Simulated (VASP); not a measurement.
Here is a VASP 6.6.1 calculation.

Contents of INCAR:

```
SYSTEM = KMgF3
ALGO     = Normal         ! electronic algorithm
EDIFF    = 1E-6           ! SCF threshold, eV
ENCUT    = 520            ! plane-wave cutoff, eV
GGA      = PE             ! functional
ISIF     = 2              ! what is computed and relaxed
ISMEAR   = 0              ! smearing method
LASPH    = .TRUE.         ! aspherical terms in the spheres
LCHARG   = .FALSE.        ! write CHGCAR
LREAL    = .FALSE.        ! projectors in reciprocal space
LWAVE    = .FALSE.        ! write WAVECAR
NBANDS   = 24             ! bands
NELM     = 60             ! most SCF steps
PREC     = Accurate       ! precision mode
SIGMA    = 0.05           ! smearing width, eV
```

KPOINTS

```
k-points
0
G
  6 6 6
  0 0 0
```

POSCAR

```
KMgF3
1.0
    4.1453360000      0.0000000000      0.0000000000
    0.0000000000      4.1453360000      0.0000000000
    0.0000000000      0.0000000000      4.3047720000
K Mg F
1 1 3
Direct
    0.5000000000      0.5000000000      0.5000000000
    0.0000000000      0.0000000000      0.0000000000
    0.5000000000      0.0000000000      0.0000000000
    0.0000000000      0.5000000000      0.0000000000
    0.0000000000      0.0000000000      0.5000000000
```

Potentials or basis: VASP PAW PBE potentials, release 64 (K_sv, Mg, F).

Launch:

```bash
$ cat potpaw_PBE.64/K_sv/POTCAR potpaw_PBE.64/Mg/POTCAR potpaw_PBE.64/F/POTCAR > POTCAR
$ mpirun -np 1 vasp_std > vasp.out
```

**Question.** What does it give for the band gap on the k mesh?

**Answer.** 6.22 eV (least direct gap 6.52 eV).

**Question.** What does it give for the pressure?

**Answer.** -5.8 GPa.

Stress tensor (GPa, compression positive):
```
-5.23  0.00  0.00
 0.00 -5.23  0.00
 0.00  0.00 -6.91
```

Caveat: the cell differs from its parent crystal (strain +0.040 along x and y, +0.080 along z); the cell stands under tension. A k mesh can miss the band edges.
